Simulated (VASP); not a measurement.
Write the native input for VASP 6.6.1 that does the following.

* Task: single point
* Functional: r2SCAN
* Potentials or basis: VASP PAW PBE potentials, release 64 (Hf_pv, O)
* Cutoff: 520 eV
* k mesh: 8 × 8 × 8
* Occupations: gaussian, width 0.05 eV
* Spin: no spin polarisation
* Dipole correction: no
* Further INCAR settings: ALGO = Normal; EDIFF = 1e-06; NBANDS = 18

The system is HfO2.

```
CELL_PARAMETERS angstrom
-0.26999 2.42988 2.42988
2.42988 -0.26999 2.42988
2.42988 2.42988 -0.26999
ATOMIC_POSITIONS crystal
Hf 0.00000 0.00000 0.00000
O 0.25000 0.25000 0.25000
O 0.75000 0.75000 0.75000
```

This cell differs from its parent crystal: ratio of the length along [111] to the lengths across it x 0.85, volume and fractional coordinates fixed.

One way to write it, as run:

POSCAR

```
HfO2
1.0
   -0.2699868843      2.4298819591      2.4298819591
    2.4298819591     -0.2699868843      2.4298819591
    2.4298819591      2.4298819591     -0.2699868843
Hf O
1 2
Direct
    0.0000000000      0.0000000000      0.0000000000
    0.2500000000      0.2500000000      0.2500000000
    0.7500000000      0.7500000000      0.7500000000
```

INCAR.step1

```
PREC     = Accurate       # precision mode
ENCUT    = 520            # plane-wave cutoff, eV
ISMEAR   = 0              # smearing method
SIGMA    = 0.05           # smearing width, eV
LREAL    = False          # projectors in reciprocal space
LASPH    = True           # aspherical terms in the spheres
NELM     = 60             # most SCF steps
NBANDS   = 18             # bands
GGA      = PE             # functional
ALGO     = Normal         # electronic algorithm
EDIFF    = 1E-4           # SCF threshold, eV
LWAVE    = True           # write WAVECAR
LCHARG   = False          # write CHGCAR
```

INCAR.step2

```
PREC     = Accurate       # precision mode
ENCUT    = 520            # plane-wave cutoff, eV
EDIFF    = 1E-6           # SCF threshold, eV
ISMEAR   = 0              # smearing method
SIGMA    = 0.05           # smearing width, eV
LREAL    = False          # projectors in reciprocal space
LASPH    = True           # aspherical terms in the spheres
NELM     = 60             # most SCF steps
ALGO     = Normal         # electronic algorithm
ISIF     = 2              # what is computed and relaxed
LWAVE    = False          # write WAVECAR
LCHARG   = False          # write CHGCAR
METAGGA  = R2SCAN         # meta-GGA
LMIXTAU  = True         
NBANDS   = 18             # bands
ISTART   = 1
```

KPOINTS

```
regular mesh
0
Gamma
  8 8 8
```

Potentials or basis: VASP PAW PBE potentials, release 64 (Hf_pv, O).

The run is started by

```bash
$ cat potpaw_PBE.64/Hf_pv/POTCAR potpaw_PBE.64/O/POTCAR > POTCAR
$ cp INCAR.step1 INCAR
$ mpirun -np 1 vasp_std > vasp.out
$ cp INCAR.step2 INCAR
$ mpirun -np 1 vasp_std > vasp.out
```

Results of the run:

```json
{
  "Pressure": "-2.5 GPa",
  "Largest force": "2.117 eV/Å",
  "Band gap on the k mesh": "4.48 eV, direct"
}
```

Caveat: the PAW data sets were made with another functional, which shifts forces and pressure a little; spin-orbit coupling is left out, which moves the levels of the heavy elements.

Wall time 64 s on 1 thread of Intel(R) Xeon(R) 6975P-C (Granite Rapids), on a shared host, peak memory 0.18 GiB.
